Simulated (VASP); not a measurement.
Set up this calculation in VASP 6.6.1, as the native input.

```yaml
Task: relaxation of the atoms
Functional: PBEsol
Potentials_or_basis: VASP PAW PBE potentials, release 64 (Al, Ga_d, N)
Cutoff: 520 eV
k_mesh: 6 × 6 × 6
Occupations: gaussian, width 0.01 eV
Spin: no spin polarisation
Dipole_correction: no
Further_INCAR_settings: ALGO = Normal; EDIFF = 1e-07; IBRION = 2; EDIFFG = -0.001; NSW = 80
```

The structure of Al3GaN4 lies in POSCAR:

```
Al3GaN4
1.0
    4.4363707062      0.0000000000      0.0000000000
    0.0000000000      4.4363707062      0.0000000000
    0.0000000000      0.0000000000      4.4363707062
Al Ga N
3 1 4
Direct
    0.5000000000      0.5000000000      0.0000000000
    0.5000000000      0.0000000000      0.5000000000
    0.0000000000      0.5000000000      0.5000000000
    0.0000000000      0.0000000000      0.0000000000
    0.7447085552      0.7447085552      0.2552914448
    0.7447085552      0.2552914448      0.7447085552
    0.2552914448      0.7447085552      0.7447085552
    0.2552914448      0.2552914448      0.2552914448
```

The input as run:

INCAR

```
PREC = Accurate
ENCUT = 520
EDIFF = 1E-7
ISMEAR = 0
SIGMA = 0.01
LREAL = F
LASPH = T
NELM = 80
ALGO = Normal
ISIF = 2
LWAVE = F
LCHARG = F
GGA = PS
IBRION = 2
NSW = 80
EDIFFG = -0.001
```

KPOINTS

```
Automatic mesh
0
Gamma
  6 6 6
```

Potentials or basis: VASP PAW PBE potentials, release 64 (Al, Ga_d, N).

Run with:

```console
$ cat potpaw_PBE.64/Al/POTCAR potpaw_PBE.64/Ga_d/POTCAR potpaw_PBE.64/N/POTCAR > POTCAR
$ mpirun -np 1 vasp_std > vasp.out
```

Results of the run:

* Energy gained by relaxing: 0.0 meV/atom
* Ionic steps: 2
* Pressure after relaxing: -3.8 GPa
* Band gap on the k mesh: 3.27 eV

Caveat: the PAW data sets were made with another functional, which shifts forces and pressure a little.

Run time: 52 s on 1 thread of Intel(R) Xeon(R) Platinum 8488C (Sapphire Rapids) (shared host), peak memory 0.22 GiB.
